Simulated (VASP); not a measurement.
# LaAl2N3 (P4mm) in VASP: relaxation of cell and atoms with PBE

Aim: the relaxation of cell and atoms of LaAl2N3 with PBE.

Program: VASP 6.6.1. These are calculated values, not measurements. Logs are shortened: lines on timing, memory, paths and dates and some standing lists are left out, and cuts for length are marked.

**1. The cell of the first run**

It takes space group P4mm (No. 99, tetragonal). Conventional cell: a = 3.727 Å, b = 3.727 Å, c = 7.224 Å, α = 90.00°, β = 90.00°, γ = 90.00°. Within 3.5 Å of La (site symmetry 4mm) lie 8 N at 2.64 to 3.15 Å and 5 Al at 2.96 to 3.32 Å. Within 2.5 Å of Al (site symmetry 4mm) lie 4 N at 1.91 Å. Within 2.6 Å of Al (site symmetry 4mm) lie 5 N at 1.94 to 2.00 Å. Within 2.5 Å of N (site symmetry 2mm) lie 4 Al at 1.91 to 1.94 Å. N (site symmetry 4mm) has 1 Al at 2.00 Å within 2.6 Å.

**2. Relaxation of cell and atoms, PBE**

File INCAR:

```
ALGO = Normal ; EDIFF = 1E-6
EDIFFG = -0.04 ; ENCUT = 600
GGA = PE ; IBRION = 2
ISIF = 3 ; ISMEAR = 0
LASPH = T ; LCHARG = F
LREAL = F ; LWAVE = F
NELM = 80 ; NSW = 90
PREC = Accurate ; SIGMA = 0.1
```

File KPOINTS:

```
k-points
0
Gamma
  6 6 4
```

File POSCAR:

```
LaAl2N3
1.0
    3.7273616068      0.0000000000      0.0000000000
    0.0000000000      3.7273616068      0.0000000000
    0.0000000000      0.0000000000      7.2243760530
La Al N
1 2 3
Direct
    0.5000000000      0.5000000000      0.3276835369
    0.5000000000      0.5000000000      0.7368029610
    0.0000000000      0.0000000000      0.6062764140
    0.5000000000      0.0000000000      0.6790549204
    0.0000000000      0.5000000000      0.6790549204
    0.0000000000      0.0000000000      0.3297826372
```

Potentials or basis: VASP PAW PBE potentials, release 64 (La, Al, N).

Started as:

```bash
> cat potpaw_PBE.64/La/POTCAR potpaw_PBE.64/Al/POTCAR potpaw_PBE.64/N/POTCAR > POTCAR
> mpirun -np 1 vasp_std > vasp.out
```

OUTCAR:

```text
EDIFF = 1E-6
   EDIFFG = -0.04
   ENCUT = 600
   GGA = PE
   IBRION = 2
   ISIF = 3
   ISMEAR = 0
   LASPH = T
   LREAL = F
   NELM = 80
   NSW = 90
   PREC = Accurate

 ion  position               nearest neighbor table
   1  0.500  0.500  0.328-   6 2.64   6 2.64   6 2.64   6 2.64   2 2.96   3 3.32   3 3.32   3 3.32
                             3 3.32
   2  0.500  0.500  0.737-   4 1.91   5 1.91   4 1.91   5 1.91   3 2.80   3 2.80   3 2.80   3 2.80
                             1 2.96
   3  0.000  0.000  0.606-   4 1.94   5 1.94   5 1.94   4 1.94   6 2.00   2 2.80   2 2.80   2 2.80
                             2 2.80   1 3.32   1 3.32   1 3.32   1 3.32
   4  0.500  0.000  0.679-   2 1.91   2 1.91   3 1.94   3 1.94
   5  0.000  0.500  0.679-   2 1.91   2 1.91   3 1.94   3 1.94
   6  0.000  0.000  0.330-   3 2.00   1 2.64   1 2.64   1 2.64   1 2.64

  LATTYP: Found a simple tetragonal cell.
 ALAT       =     3.7273616068
 C/A-ratio  =     1.9382010159

  Lattice vectors:

 A1 = (   3.7273616068,   0.0000000000,   0.0000000000)
 A2 = (   0.0000000000,   3.7273616068,   0.0000000000)
 A3 = (   0.0000000000,   0.0000000000,   7.2243760530)

Analysis of symmetry for initial positions (statically):
=====================================================================
 Subroutine PRICEL returns:
 Original cell was already a primitive cell.

 Routine SETGRP: Setting up the symmetry group for a
 simple tetragonal supercell.

 Subroutine GETGRP returns: Found  8 space group operations
 (whereof  8 operations were pure point group operations)
 out of a pool of 16 trial point group operations.

The static configuration has the point symmetry C_4v.

Analysis of symmetry for dynamics (positions and initial velocities):
=====================================================================
 Subroutine PRICEL returns:
 Original cell was already a primitive cell.

 Routine SETGRP: Setting up the symmetry group for a
 simple tetragonal supercell.

 Subroutine GETGRP returns: Found  8 space group operations
 (whereof  8 operations were pure point group operations)
 out of a pool of 16 trial point group operations.

The dynamic configuration has the point symmetry C_4v.

 Subroutine INISYM returns: Found  8 space group operations
 (whereof  8 operations are pure point group operations),
 and found     1 'primitive' translations

----------------------------------------------------------------------------------------

                                     Primitive cell

  volume of cell :     100.3699

  direct lattice vectors                    reciprocal lattice vectors
     3.727361607  0.000000000  0.000000000     0.268286285  0.000000000  0.000000000
     0.000000000  3.727361607  0.000000000     0.000000000  0.268286285  0.000000000
     0.000000000  0.000000000  7.224376053     0.000000000  0.000000000  0.138420258

  length of vectors
     3.727361607  3.727361607  7.224376053     0.268286285  0.268286285  0.138420258

  position of ions in fractional coordinates (direct lattice)
     0.500000000  0.500000000  0.327683537
     0.500000000  0.500000000  0.736802961
     0.000000000  0.000000000  0.606276414
     0.500000000  0.000000000  0.679054920
     0.000000000  0.500000000  0.679054920
     0.000000000  0.000000000  0.329782637

  ion indices of the primitive-cell ions
   primitive index   ion index
                 1           1
                 2           2
                 3           3
                 4           4
                 5           5
                 6           6

----------------------------------------------------------------------------------------
[... 82 lines left out ...]
   NUPDOWN=      -1.0000    fix difference up-down
   EMIN   =  10.00;   EMAX   =-10.00  energy-range for DOS
   EFERMI =   0.00;   METHOD = LEGACY
   ISMEAR =     0;   SIGMA  =   0.10  broadening in eV -4-tet -1-fermi 0-gaus
   EFERMI_NEDOS =   21; number of points for ismear=-14 and -15
   IALGO  =     38    algorithm
   IMIX   =      4    mixing-type and parameters
     AMIX     =   0.40;   BMIX     =  1.00
     AMIX_MAG =   1.60;   BMIX_MAG =  1.00
  volume/ion in A,a.u.               =      16.73       112.89
  Fermi-wavevector in a.u.,A,eV,Ry     =   1.118382  2.113436 17.017887  1.250779
  Thomas-Fermi vector in A             =   2.255013
   LORBIT       =      0    0 simple, 1 ext, 2 COOP (PROOUT), +10 PAW based schemes
   GGA     = PE    functional components
   LHFCALC =     F    Hartree Fock is set to
   AEXX    =    0.0000 exact exchange contribution
   IVDW    =     0    specifies the selected vdW correction
   LEPSILON=     F    determine dielectric tensor
   LRPA    =     F    only Hartree local field effects (RPA)
 conjugate gradient relaxation of ions
 non-spin polarized calculation
 Gauss-broadening in eV      SIGMA  =   0.10
  energy-cutoff  :      600.00
  volume of cell :      100.37
 maximum number of plane-waves:      3412
 NGX is ok and might be reduce to    30
   NGX = 15   NGY = 15   NGZ = 29

--------------------------------------- Ionic step        1  -------------------------------------------

 number of electron      32.0000004 magnetization

 Free energy of the ion-electron system (eV)
  ---------------------------------------------------
  ext. energy  EPLUGINS =         0.00000000
  ---------------------------------------------------
  free energy    TOTEN  =       -42.28435270 eV

  energy without entropy =      -42.28299927  energy(sigma->0) =      -42.28367599

------------------------ aborting loop because EDIFF is reached ----------------------------------------

  FORCE on cell =-STRESS in cart. coord.  units (eV):
  Direction    XX          YY          ZZ          XY          YZ          ZX
  --------------------------------------------------------------------------------------
  -------------------------------------------------------------------------------------
  Total       -0.0803347     -0.0803347     -0.0147680      0.0000000      0.0000000      0.0000000
  in kB       -1.2823605     -1.2823605     -0.2357383      0.0000000      0.0000000      0.0000000
  external PRESSURE =      -0.9334864 kB  Pullay stress =       0.0000000 kB

 VOLUME and BASIS-vectors are now :
 -----------------------------------------------------------------------------
  energy-cutoff  :      600.00
  volume of cell :      100.37
      direct lattice vectors                 reciprocal lattice vectors
     3.727361607  0.000000000  0.000000000     0.268286285  0.000000000  0.000000000
     0.000000000  3.727361607  0.000000000     0.000000000  0.268286285  0.000000000
     0.000000000  0.000000000  7.224376053     0.000000000  0.000000000  0.138420258

 POSITION                                       TOTAL-FORCE (eV/Angst)
 -----------------------------------------------------------------------------------
      1.86368      1.86368      2.36731        -0.000000     -0.000000      0.064869
      1.86368      1.86368      5.32294        -0.000000      0.000000     -0.037317
      0.00000      0.00000      4.37997         0.000000      0.000000      0.057272
      1.86368      0.00000      4.90575        -0.000000      0.000000     -0.023716
      0.00000      1.86368      4.90575        -0.000000      0.000000     -0.023716
      0.00000      0.00000      2.38247        -0.000000      0.000000     -0.037392
 -----------------------------------------------------------------------------------
    total drift:                                0.000000      0.000000      0.001594

  FREE ENERGIE OF THE ION-ELECTRON SYSTEM (eV)
  ---------------------------------------------------
  free  energy   TOTEN  =       -42.2843526998 eV

  energy  without entropy=      -42.2829992744  energy(sigma->0) =      -42.28367599

--------------------------------------- Ionic step        2  -------------------------------------------

 number of electron      32.0000004 magnetization

 Free energy of the ion-electron system (eV)
  ---------------------------------------------------
  ext. energy  EPLUGINS =         0.00000000
  ---------------------------------------------------
  free energy    TOTEN  =       -42.28468139 eV

  energy without entropy =      -42.28338637  energy(sigma->0) =      -42.28403388

 E-fermi :   5.7513     XC(G=0):  -9.2274

 val. band max:        5.7043193390   @ k =   0.5000   0.5000   0.5000
 cond. band min:       5.9447221285   @ k =   0.1667   0.0000   0.0000
 fundamental gap:      0.2404027896
 Fermi energy:         5.7513059927

 k-point     1 :       0.0000    0.0000    0.0000
  band No.  band energies     occupation
      1     -26.5341      2.00000
      2     -11.2074      2.00000
      3      -9.8315      2.00000
      4      -9.8315      2.00000
      5      -9.8199      2.00000
      6      -6.7675      2.00000
[... 541 lines left out ...]
     19       8.2485      0.00000
     20       8.4510      0.00000

 [... further k-points ...]

------------------------ aborting loop because EDIFF is reached ----------------------------------------

  FORCE on cell =-STRESS in cart. coord.  units (eV):
  Direction    XX          YY          ZZ          XY          YZ          ZX
  --------------------------------------------------------------------------------------
  -------------------------------------------------------------------------------------
  Total        0.1120512      0.1120512      0.0435586      0.0000000     -0.0000000      0.0000000
  in kB        1.7911690      1.7911690      0.6962964      0.0000000     -0.0000000      0.0000000
  external PRESSURE =       1.4262115 kB  Pullay stress =       0.0000000 kB

 VOLUME and BASIS-vectors are now :
 -----------------------------------------------------------------------------
  energy-cutoff  :      600.00
  volume of cell :      100.23
      direct lattice vectors                 reciprocal lattice vectors
     3.724954006  0.000000000  0.000000000     0.268459691  0.000000000  0.000000000
     0.000000000  3.724954006  0.000000000     0.000000000  0.268459691  0.000000000
     0.000000000  0.000000000  7.223518219     0.000000000  0.000000000  0.138436697

 POSITION                                       TOTAL-FORCE (eV/Angst)
 -----------------------------------------------------------------------------------
      1.86248      1.86248      2.37016         0.000000      0.000000      0.030691
      1.86248      1.86248      5.32051         0.000000     -0.000000     -0.002640
      0.00000      0.00000      4.38221         0.000000      0.000000      0.003372
      1.86248      0.00000      4.90402         0.000000      0.000000     -0.012805
      3.72495      1.86248      4.90402         0.000000     -0.000000     -0.012805
      3.72495      0.00000      2.38039        -0.000000      0.000000     -0.005812
 -----------------------------------------------------------------------------------
    total drift:                                0.000000     -0.000000     -0.000170

  FREE ENERGIE OF THE ION-ELECTRON SYSTEM (eV)
  ---------------------------------------------------
  free  energy   TOTEN  =       -42.2846813925 eV

  energy  without entropy=      -42.2833863661  energy(sigma->0) =      -42.28403388

 reached required accuracy - stopping structural energy minimisation
```

Wall time 1.8 min (1 thread of Intel Xeon Platinum 8488C (Sapphire Rapids), shared host); peak memory 0.28 GiB.

Results:

```yaml
Free_energy: -42.2847 eV
Relaxed_volume: 16.70 Å³/atom
Relaxed_cell: a = 3.725 Å, b = 3.725 Å, c = 7.224 Å, α = 90.00°, β = 90.00°, γ = 90.00°
Space_group_after_relaxing_to_0.05_Å: P4mm (No. 99)
Energy_gained_by_relaxing: 0.1 meV/atom
Ionic_steps: 2
Pressure_after_relaxing: 0.1 GPa
Largest_force_after_relaxing: 0.031 eV/Å
Band_gap_on_the_k_mesh: zero (band 16 reaches 5.70 eV, above the bottom of band 17 at 5.47 eV)
```

Forces in eV/Å, atoms in the order of the input:
```
La   0.000  0.000  0.031
Al   0.000  0.000 -0.003
Al   0.000  0.000  0.003
N    0.000  0.000 -0.013
N    0.000  0.000 -0.013
N    0.000  0.000 -0.006
```

Stress tensor (GPa, compression positive):
```
0.18 0.00 0.00
0.00 0.18 0.00
0.00 0.00 0.07
```

The path:
```tsv
step	energy change (eV)	largest force (eV/Å)	pressure (GPa)	volume (Å³)
1	0.0000	0.0649	-0.09	100.37
2	-0.0003	0.0307	0.14	100.23
```

Final structure:
```xyz
6
Lattice="3.7250 0.0000 0.0000 0.0000 3.7250 0.0000 0.0000 0.0000 7.2235" Properties=species:S:1:pos:R:3 pbc="T T T"
La    1.8625    1.8625    2.3702
Al    1.8625    1.8625    5.3205
Al    0.0000    0.0000    4.3822
N     1.8625    0.0000    4.9040
N     3.7250    1.8625    4.9040
N     3.7250    0.0000    2.3804
```

Levels at points of the mesh, in eV from the Fermi level:
| k point | band 12 | band 13 | band 14 | band 15 | band 16 | band 17 | band 18 | band 19 | band 20 |
| --- | --- | --- | --- | --- | --- | --- | --- | --- | --- |
| (0.00, 0.00, 0.00) | -1.36 | -1.08 | -1.08 | -0.55 | -0.55 | -0.28 | 1.06 | 2.44 | 2.66 |
| (0.50, 0.00, 0.00) | -3.68 | -3.58 | -2.38 | -2.21 | -1.16 | 1.38 | 2.37 | 2.43 | 2.65 |
| (0.50, 0.50, 0.00) | -2.04 | -0.46 | -0.39 | -0.39 | -0.05 | 1.55 | 2.32 | 2.32 | 2.73 |
| (0.00, 0.00, 0.50) | -1.39 | -1.08 | -1.08 | -0.55 | -0.55 | 1.13 | 1.33 | 1.92 | 2.64 |
| (0.50, 0.00, 0.50) | -3.81 | -3.47 | -2.37 | -2.22 | -1.47 | 1.53 | 2.45 | 2.50 | 2.70 |
| (0.50, 0.50, 0.50) | -1.97 | -0.46 | -0.35 | -0.35 | -0.05 | 0.61 | 1.87 | 1.87 | 2.72 |

Caveat: spin-orbit coupling is left out, which moves the levels of the heavy elements.
